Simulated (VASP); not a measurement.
A run of VASP 6.6.1:

File INCAR:

```
SYSTEM = Cu
PREC = Accurate
ENCUT = 520
EDIFF = 1E-6
ISMEAR = -1
SIGMA = 0.06122561905347299
LREAL = .False.
LASPH = .True.
NELM = 100
ALGO = Normal
ISIF = 2
LWAVE = .False.
LCHARG = .False.
GGA = PE
NBANDS = 18
```

KPOINTS

```
Automatic mesh
0
Gamma
  35 35 35
  0 0 0
```

POSCAR

```
Cu
1.0
    0.0000000000      2.7292373097      2.7292373097
    2.7292373097      0.0000000000      2.7292373097
    2.7292373097      2.7292373097      0.0000000000
Cu
2
Direct
    0.0000000000      0.0000000000      0.0000000000
    0.2500000000      0.2500000000      0.2500000000
```

Potentials or basis: VASP PAW PBE potentials, release 64 (Cu).

The run is started by

```sh
$ cat potpaw_PBE.64/Cu/POTCAR > POTCAR
$ mpirun -np 1 vasp_std > vasp.out
```

Hardware: 1 thread of AMD EPYC 9R45 96-Core Processor (Zen 5), with other jobs on the host.

Q: How long does it take, and how much memory?

A: Run time: 6.2 min on 1 thread of AMD EPYC 9R45 96-Core Processor (Zen 5), with other jobs on the host, peak memory 0.69 GiB. Counts: scf iterations 12, k points 1140.
